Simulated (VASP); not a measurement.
# CsI (Pm-3m) in VASP: further runs

Runs on CsI. Level: r2SCAN. Tasks: single point.

All numbers are computed with VASP 6.6.1; they aren't measurements. Logs are shortened: lines on timing, memory, paths and dates and some standing lists are left out, and cuts for length are marked.

## (1) The cell of the first run

It takes space group Pm-3m (No. 221, cubic). The conventional cell has a = 4.608 Å, b = 4.608 Å, c = 4.608 Å, α = 90.00°, β = 90.00°, γ = 90.00°. Cs (site symmetry m-3m) has 8 I at 3.99 Å and 6 Cs at 4.61 Å within 5.2 Å. I (site symmetry m-3m) has 8 Cs at 3.99 Å and 6 I at 4.61 Å within 5.2 Å.

## (2) Single point, r2SCAN

POSCAR

```
CsI
1.0
    4.6081404514      0.0000000000      0.0000000000
    0.0000000000      4.6081404514      0.0000000000
    0.0000000000      0.0000000000      4.6081404514
Cs I
1 1
Direct
    0.0000000000      0.0000000000      0.0000000000
    0.5000000000      0.5000000000      0.5000000000
```

INCAR.step1

```
ALGO = Normal
EDIFF = 1E-5
ENCUT = 550
GGA = PE
GGA_COMPAT = False
ISMEAR = 0
LASPH = True
LCHARG = False
LREAL = False
LWAVE = True
NBANDS = 15
NELM = 120
PREC = Accurate
SIGMA = 0.01
```

INCAR.step2

```
ALGO = Normal
EDIFF = 1E-6
ENCUT = 550
GGA_COMPAT = False
ISIF = 2
ISMEAR = 0
ISTART = 1
LASPH = True
LCHARG = False
LMIXTAU = True
LREAL = False
LWAVE = False
METAGGA = R2SCAN
NBANDS = 15
NELM = 120
PREC = Accurate
SIGMA = 0.01
```

KPOINTS

```
k-points
0
Gamma
  2 2 2
```

Potentials or basis: VASP PAW PBE potentials, release 64 (Cs_sv, I).

The run is started by

```sh
$ cat potpaw_PBE.64/Cs_sv/POTCAR potpaw_PBE.64/I/POTCAR > POTCAR
$ cp INCAR.step1 INCAR
$ mpirun -np 1 vasp_std > vasp.out
$ cp INCAR.step2 INCAR
$ mpirun -np 1 vasp_std > vasp.out
```

OUTCAR:

```text
EDIFF = 1E-6
   ENCUT = 550
   ISIF = 2
   ISMEAR = 0
   ISTART = 1
   LASPH = True
   LREAL = False
   METAGGA = R2SCAN
   NELM = 120
   PREC = Accurate

 ion  position               nearest neighbor table
   1  0.000  0.000  0.000-
   2  0.500  0.500  0.500-

  LATTYP: Found a simple cubic cell.
 ALAT       =     4.6081404514

  Lattice vectors:

 A1 = (   4.6081404514,   0.0000000000,   0.0000000000)
 A2 = (   0.0000000000,   4.6081404514,   0.0000000000)
 A3 = (   0.0000000000,   0.0000000000,   4.6081404514)

Analysis of symmetry for initial positions (statically):
=====================================================================
 Subroutine PRICEL returns:
 Original cell was already a primitive cell.

 Routine SETGRP: Setting up the symmetry group for a
 simple cubic supercell.

 Subroutine GETGRP returns: Found 48 space group operations
 (whereof 48 operations were pure point group operations)
 out of a pool of 48 trial point group operations.

The static configuration has the point symmetry O_h .

Analysis of symmetry for dynamics (positions and initial velocities):
=====================================================================
 Subroutine PRICEL returns:
 Original cell was already a primitive cell.

 Routine SETGRP: Setting up the symmetry group for a
 simple cubic supercell.

 Subroutine GETGRP returns: Found 48 space group operations
 (whereof 48 operations were pure point group operations)
 out of a pool of 48 trial point group operations.

The dynamic configuration has the point symmetry O_h .

 Subroutine INISYM returns: Found 48 space group operations
 (whereof 48 operations are pure point group operations),
 and found     1 'primitive' translations

----------------------------------------------------------------------------------------

                                     Primitive cell

  volume of cell :      97.8537

  direct lattice vectors                    reciprocal lattice vectors
     4.608140451  0.000000000  0.000000000     0.217007275  0.000000000  0.000000000
     0.000000000  4.608140451  0.000000000     0.000000000  0.217007275  0.000000000
     0.000000000  0.000000000  4.608140451     0.000000000  0.000000000  0.217007275

  length of vectors
     4.608140451  4.608140451  4.608140451     0.217007275  0.217007275  0.217007275

  position of ions in fractional coordinates (direct lattice)
     0.000000000  0.000000000  0.000000000
     0.500000000  0.500000000  0.500000000

  ion indices of the primitive-cell ions
   primitive index   ion index
                 1           1
                 2           2

----------------------------------------------------------------------------------------

 KPOINTS: k-points

Automatic generation of k-mesh.
 Grid dimensions read from file:
 generate k-points for:    2    2    2

 Generating k-lattice:

  Cartesian coordinates                     Fractional coordinates (reciprocal lattice)
     0.108503637  0.000000000  0.000000000     0.500000000  0.000000000  0.000000000
     0.000000000  0.108503637  0.000000000     0.000000000  0.500000000  0.000000000
     0.000000000  0.000000000  0.108503637     0.000000000  0.000000000  0.500000000

  Length of vectors
     0.108503637  0.108503637  0.108503637

  Shift w.r.t. Gamma in fractional coordinates (k-lattice)
     0.000000000  0.000000000  0.000000000

 Subroutine IBZKPT returns following result:
 ===========================================

 Found      4 irreducible k-points:

 Following reciprocal coordinates:
            Coordinates               Weight
  0.000000  0.000000  0.000000      1.000000
  0.500000  0.000000  0.000000      3.000000
  0.500000  0.500000  0.000000      3.000000
  0.500000  0.500000  0.500000      1.000000
   k-points           NKPTS =      4   k-points in BZ     NKDIM =      4   number of bands    NBANDS=     15
   number of dos      NEDOS =    301   number of ions     NIONS =      2
   total plane-waves  NPLWV =  46656
   dimension x,y,z NGX =    36 NGY =   36 NGZ =   36
   dimension x,y,z NGXF=    72 NGYF=   72 NGZF=   72
   ions per type =               1   1
   NGX,Y,Z   is equivalent  to a cutoff of  12.99, 12.99, 12.99 a.u.
   NGXF,Y,Z  is equivalent  to a cutoff of  25.98, 25.98, 25.98 a.u.
 SYSTEM =  unknown system
   PREC   = accura    normal or accurate (medium, high low for compatibility)
   ISTART =      1    job   : 0-new  1-cont  2-samecut
   ICHARG =      0    charge: 1-file 2-atom 10-const
   ISPIN  =      1    spin polarized calculation?
   LNONCOLLINEAR =      F non collinear calculations
   LSORBIT =      F    spin-orbit coupling
   LASPH  =      T    aspherical Exc in radial PAW
   ENCUT  =  550.0 eV  40.42 Ry    6.36 a.u.   8.81  8.81  8.81*2*pi/ulx,y,z
   NELM   =    120;   NELMIN=  2; NELMDL=  0     # of ELM steps
   EDIFF  = 0.1E-05   stopping-criterion for ELM
   LREAL  =      F    real-space projection
   EDIFFG = 0.1E-04   stopping-criterion for IOM
   NSW    =      0    number of steps for IOM
   IBRION =     -1    ionic relax: 0-MD 1-quasi-New 2-CG
   NFREE  =      0    steps in history (QN), initial steepest desc. (CG)
   ISIF   =      2    stress and relaxation
   ISYM   =      2    0-nonsym 1-usesym 2-fastsym
   POTIM  = 0.5000    time-step for ionic-motion
   TEBEG  =    0.0;   TEEND  =   0.0 temperature during run
   PSTRESS=    0.0 pullay stress
   NELECT =      16.0000    total number of electrons
   NUPDOWN=      -1.0000    fix difference up-down
   EMIN   =  10.00;   EMAX   =-10.00  energy-range for DOS
   EFERMI =   0.00;   METHOD = LEGACY
   ISMEAR =     0;   SIGMA  =   0.01  broadening in eV -4-tet -1-fermi 0-gaus
   EFERMI_NEDOS =   21; number of points for ismear=-14 and -15
   IALGO  =     38    algorithm
   IMIX   =      4    mixing-type and parameters
     AMIX     =   0.40;   BMIX     =  1.00
     AMIX_MAG =   1.60;   BMIX_MAG =  1.00
  volume/ion in A,a.u.               =      48.93       330.17
  Fermi-wavevector in a.u.,A,eV,Ry     =   0.895205  1.691692 10.903598  0.801392
  Thomas-Fermi vector in A             =   2.017507
   LORBIT       =      0    0 simple, 1 ext, 2 COOP (PROOUT), +10 PAW based schemes
   METAGGA = R2SCAN    functional components
   LHFCALC =     F    Hartree Fock is set to
   AEXX    =    0.0000 exact exchange contribution
   IVDW    =     0    specifies the selected vdW correction
   LEPSILON=     F    determine dielectric tensor
   LRPA    =     F    only Hartree local field effects (RPA)
 non-spin polarized calculation
 Gauss-broadening in eV      SIGMA  =   0.01
  energy-cutoff  :      550.00
  volume of cell :       97.85
 maximum number of plane-waves:      2897
 NGX is ok and might be reduce to    36
   NGX = 17   NGY = 17   NGZ = 17

 number of electron      16.0000002 magnetization

 Free energy of the ion-electron system (eV)
  ---------------------------------------------------
  ext. energy  EPLUGINS =         0.00000000
  ---------------------------------------------------
  free energy    TOTEN  =       -52.93661434 eV

  energy without entropy =      -52.93661434  energy(sigma->0) =      -52.93661434

 E-fermi :   0.5078     XC(G=0):  -7.9758

 val. band max:        0.4455097076   @ k =   0.5000   0.5000   0.0000
 cond. band min:       4.8791160791   @ k =   0.0000   0.0000   0.0000
 fundamental gap:      4.4336063716
 Fermi energy:         0.5077931101

 k-point     1 :       0.0000    0.0000    0.0000
  band No.  band energies     occupation
      1     -20.6791      2.00000
      2     -10.4535      2.00000
      3      -7.0075      2.00000
      4      -7.0075      2.00000
      5      -7.0075      2.00000
      6       0.3497      2.00000
      7       0.3497      2.00000
      8       0.3497      2.00000
      9       4.8791      0.00000
     10       5.0141      0.00000
     11       5.0141      0.00000
     12       8.6905      0.00000
     13       8.6905      0.00000
     14       8.6905      0.00000
     15      11.0933      0.00000

 k-point     2 :       0.5000    0.0000    0.0000
  band No.  band energies     occupation
      1     -20.6562      2.00000
      2     -10.4686      2.00000
      3      -7.1198      2.00000
      4      -6.9507      2.00000
      5      -6.9507      2.00000
      6      -1.0602      2.00000
      7       0.2157      2.00000
      8       0.2157      2.00000
      9       6.0069      0.00000
     10       7.4172      0.00000
     11       7.5929      0.00000
     12       7.7702      0.00000
     13       8.8244      0.00000
     14       8.8244      0.00000
     15       9.3405      0.00000

 k-point     3 :       0.5000    0.5000    0.0000
  band No.  band energies     occupation
      1     -20.6356      2.00000
      2     -10.2825      2.00000
      3      -7.3401      2.00000
      4      -7.3401      2.00000
      5      -6.9156      2.00000
      6      -0.4212      2.00000
      7      -0.4212      2.00000
      8       0.4455      2.00000
      9       5.1148      0.00000
     10       5.8795      0.00000
     11       7.0202      0.00000
     12       7.0202      0.00000
     13      10.4232      0.00000
     14      10.4624      0.00000
     15      10.6506      0.00000

 k-point     4 :       0.5000    0.5000    0.5000
  band No.  band energies     occupation
      1     -20.6161      2.00000
      2     -10.1769      2.00000
      3      -7.2407      2.00000
      4      -7.2407      2.00000
      5      -7.2407      2.00000
      6      -0.8205      2.00000
      7      -0.8205      2.00000
      8      -0.8205      2.00000
      9       8.0283      0.00000
     10       8.0283      0.00000
     11       8.0283      0.00000
     12       8.7710      0.00000
     13       8.7710      0.00000
     14       8.7710      0.00000
     15      10.5808      0.00000

------------------------ aborting loop because EDIFF is reached ----------------------------------------

  FORCE on cell =-STRESS in cart. coord.  units (eV):
  Direction    XX          YY          ZZ          XY          YZ          ZX
  --------------------------------------------------------------------------------------
  -------------------------------------------------------------------------------------
  Total        0.5065337      0.5065337      0.5065337     -0.0000000      0.0000000     -0.0000000
  in kB        8.2935751      8.2935751      8.2935751     -0.0000000      0.0000000     -0.0000000
  external PRESSURE =       8.2935751 kB  Pullay stress =       0.0000000 kB

 VOLUME and BASIS-vectors are now :
 -----------------------------------------------------------------------------
  energy-cutoff  :      550.00
  volume of cell :       97.85
      direct lattice vectors                 reciprocal lattice vectors
     4.608140451  0.000000000  0.000000000     0.217007275  0.000000000  0.000000000
     0.000000000  4.608140451  0.000000000     0.000000000  0.217007275  0.000000000
     0.000000000  0.000000000  4.608140451     0.000000000  0.000000000  0.217007275

 POSITION                                       TOTAL-FORCE (eV/Angst)
 -----------------------------------------------------------------------------------
      0.00000      0.00000      0.00000         0.000000      0.000000      0.000000
      2.30407      2.30407      2.30407         0.000000      0.000000      0.000000
 -----------------------------------------------------------------------------------
    total drift:                               -0.000000      0.000000      0.000000

  FREE ENERGIE OF THE ION-ELECTRON SYSTEM (eV)
  ---------------------------------------------------
  free  energy   TOTEN  =       -52.9366143350 eV

  energy  without entropy=      -52.9366143350  energy(sigma->0) =      -52.93661434
```

Wall time 27 s (1 thread of AMD EPYC 9R45 (Zen 5), shared host); peak memory 0.18 GiB.

What came out:

* Free energy: -52.9366 eV
* Pressure: 0.8 GPa
* Band gap on the k mesh: 4.43 eV (least direct gap 4.53 eV)

Caveat: the k points lie up to 0.68 Å⁻¹ apart; the PAW data sets were made with another functional, which shifts forces and pressure a little; spin-orbit coupling is left out, which moves the levels of the heavy elements.

## (3) Single point, r2SCAN

POSCAR is that of step 2.

INCAR.step1

```
PREC = Accurate
ENCUT = 550
ISMEAR = 0
SIGMA = 0.01
LREAL = False
LASPH = True
NELM = 120
NBANDS = 15
GGA = PE
ALGO = Normal
EDIFF = 1E-5
LWAVE = True
LCHARG = False
GGA_COMPAT = False
```

INCAR.step2

```
PREC = Accurate
ENCUT = 550
EDIFF = 1E-6
ISMEAR = 0
SIGMA = 0.01
LREAL = False
LASPH = True
NELM = 120
ALGO = Normal
ISIF = 2
LWAVE = False
LCHARG = False
METAGGA = R2SCAN
LMIXTAU = True
NBANDS = 15
ISTART = 1
GGA_COMPAT = False
```

KPOINTS

```
Automatic mesh
0
Gamma
  4 4 4
```

Potentials or basis: VASP PAW PBE potentials, release 64 (Cs_sv, I).

The run is started by

```sh
$ cat potpaw_PBE.64/Cs_sv/POTCAR potpaw_PBE.64/I/POTCAR > POTCAR
$ cp INCAR.step1 INCAR
$ mpirun -np 1 vasp_std > vasp.out
$ cp INCAR.step2 INCAR
$ mpirun -np 1 vasp_std > vasp.out
```

OUTCAR:

```text
PREC = Accurate
   ENCUT = 550
   EDIFF = 1E-6
   ISMEAR = 0
   LREAL = False
   LASPH = True
   NELM = 120
   ISIF = 2
   METAGGA = R2SCAN
   ISTART = 1

 ion  position               nearest neighbor table
   1  0.000  0.000  0.000-
   2  0.500  0.500  0.500-

  LATTYP: Found a simple cubic cell.
 ALAT       =     4.6081404514

  Lattice vectors:

[... 347 lines left out ...]
     13       8.7547      0.00000
     14       8.7547      0.00000
     15      10.6088      0.00000

------------------------ aborting loop because EDIFF is reached ----------------------------------------

  FORCE on cell =-STRESS in cart. coord.  units (eV):
  Direction    XX          YY          ZZ          XY          YZ          ZX
  --------------------------------------------------------------------------------------
  -------------------------------------------------------------------------------------
  Total        0.0392826      0.0392826      0.0392826     -0.0000000     -0.0000000      0.0000000
  in kB        0.6431815      0.6431815      0.6431815     -0.0000000     -0.0000000      0.0000000
  external PRESSURE =       0.6431815 kB  Pullay stress =       0.0000000 kB

 VOLUME and BASIS-vectors are now :
 -----------------------------------------------------------------------------
  energy-cutoff  :      550.00
  volume of cell :       97.85
      direct lattice vectors                 reciprocal lattice vectors
     4.608140451  0.000000000  0.000000000     0.217007275  0.000000000  0.000000000
     0.000000000  4.608140451  0.000000000     0.000000000  0.217007275  0.000000000
     0.000000000  0.000000000  4.608140451     0.000000000  0.000000000  0.217007275

 POSITION                                       TOTAL-FORCE (eV/Angst)
 -----------------------------------------------------------------------------------
      0.00000      0.00000      0.00000         0.000000      0.000000      0.000000
      2.30407      2.30407      2.30407         0.000000      0.000000      0.000000
 -----------------------------------------------------------------------------------
    total drift:                               -0.000000      0.000000      0.000000

  FREE ENERGIE OF THE ION-ELECTRON SYSTEM (eV)
  ---------------------------------------------------
  free  energy   TOTEN  =       -53.1239472565 eV

  energy  without entropy=      -53.1239472565  energy(sigma->0) =      -53.12394726
```

OUTCAR.step1:

```text
PREC = Accurate
   ENCUT = 550
   ISMEAR = 0
   LREAL = False
   LASPH = True
[... 385 lines left out ...]
      0.00000      0.00000      0.00000         0.000000      0.000000      0.000000
      2.30407      2.30407      2.30407         0.000000      0.000000      0.000000
 -----------------------------------------------------------------------------------
    total drift:                               -0.000000      0.000000      0.000000

  FREE ENERGIE OF THE ION-ELECTRON SYSTEM (eV)
  ---------------------------------------------------
  free  energy   TOTEN  =        -5.4349782173 eV

  energy  without entropy=       -5.4349782173  energy(sigma->0) =       -5.43497822
```

It took 43 s on 1 thread of AMD EPYC 9R45 (Zen 5), shared host; peak memory 0.19 GiB.

Results:

| Property | Result |
| --- | --- |
| Free energy | -53.1239 eV |
| Pressure | 0.1 GPa |
| Band gap on the k mesh | 4.50 eV (least direct gap 4.59 eV) |

Levels at points of the mesh, in eV from the valence-band top:
```
           k point  band 6  band 7  band 8  band 9  band 10  band 11
(0.00, 0.00, 0.00)   -0.09   -0.09   -0.09    4.50     4.65     4.65
(0.50, 0.00, 0.00)   -1.49   -0.22   -0.22    5.66     7.02     7.22
(0.50, 0.50, 0.00)   -0.86   -0.86    0.00    4.76     5.50     6.66
(0.50, 0.50, 0.50)   -1.25   -1.25   -1.25    7.65     7.65     7.65
```

Caveat: the PAW data sets were made with another functional, which shifts forces and pressure a little; spin-orbit coupling is left out, which moves the levels of the heavy elements.

## (4) Single point, r2SCAN

POSCAR is that of step 3.

INCAR.step1

```
SYSTEM = CsI
PREC     = Accurate       ! precision mode
ENCUT    = 550            ! plane-wave cutoff, eV
ISMEAR   = -1             ! smearing method
SIGMA    = 0.001          ! smearing width, eV
LREAL    = .FALSE.        ! projectors in reciprocal space
LASPH    = .TRUE.         ! aspherical terms in the spheres
NELM     = 120            ! most SCF steps
NBANDS   = 15             ! bands
GGA      = PE             ! functional
ALGO     = Normal         ! electronic algorithm
EDIFF    = 1E-5           ! SCF threshold, eV
LWAVE    = .TRUE.         ! write WAVECAR
LCHARG   = .FALSE.        ! write CHGCAR
GGA_COMPAT= .FALSE.
```

INCAR.step2

```
SYSTEM = CsI
PREC     = Accurate       ! precision mode
ENCUT    = 550            ! plane-wave cutoff, eV
EDIFF    = 1E-6           ! SCF threshold, eV
ISMEAR   = -1             ! smearing method
SIGMA    = 0.001          ! smearing width, eV
LREAL    = .FALSE.        ! projectors in reciprocal space
LASPH    = .TRUE.         ! aspherical terms in the spheres
NELM     = 120            ! most SCF steps
ALGO     = Normal         ! electronic algorithm
ISIF     = 2              ! what is computed and relaxed
LWAVE    = .FALSE.        ! write WAVECAR
LCHARG   = .FALSE.        ! write CHGCAR
METAGGA  = R2SCAN         ! meta-GGA
LMIXTAU  = .TRUE.       
NBANDS   = 15             ! bands
ISTART   = 1            
GGA_COMPAT= .FALSE.
```

KPOINTS

```
regular mesh
0
G
  4 4 4
  0 0 0
```

The run is started by

```sh
$ cat potpaw_PBE.64/Cs_sv/POTCAR potpaw_PBE.64/I/POTCAR > POTCAR
$ cp INCAR.step1 INCAR
$ mpirun -np 1 vasp_std > vasp.out
$ cp INCAR.step2 INCAR
$ mpirun -np 1 vasp_std > vasp.out
```

Run time: 43 s. Hardware: 1 thread of AMD EPYC 9R45 (Zen 5), shared host; peak memory 0.19 GiB.

It converged, with:

```
Free energy            : -53.1239 eV
Pressure               : 0.1 GPa
Band gap on the k mesh : 4.50 eV (least direct gap 4.59 eV)
```

Levels at points of the mesh, in eV from the valence-band top:
| k point | band 4 | band 5 | band 6 | band 7 | band 8 | band 9 | band 10 | band 11 | band 12 | band 13 |
| --- | --- | --- | --- | --- | --- | --- | --- | --- | --- | --- |
| (0.00, 0.00, 0.00) | -7.33 | -7.33 | -0.09 | -0.09 | -0.09 | 4.50 | 4.65 | 4.65 | 8.34 | 8.34 |
| (0.50, 0.00, 0.00) | -7.27 | -7.27 | -1.49 | -0.22 | -0.22 | 5.66 | 7.02 | 7.22 | 7.36 | 8.47 |
| (0.50, 0.50, 0.00) | -7.67 | -7.24 | -0.86 | -0.86 | 0.00 | 4.76 | 5.50 | 6.66 | 6.66 | 10.10 |
| (0.50, 0.50, 0.50) | -7.56 | -7.56 | -1.25 | -1.25 | -1.25 | 7.65 | 7.65 | 7.65 | 8.40 | 8.40 |

Caveat: the PAW data sets were made with another functional, which shifts forces and pressure a little; spin-orbit coupling is left out, which moves the levels of the heavy elements. A k mesh can miss the band edges.

[end of part 1 of 2]
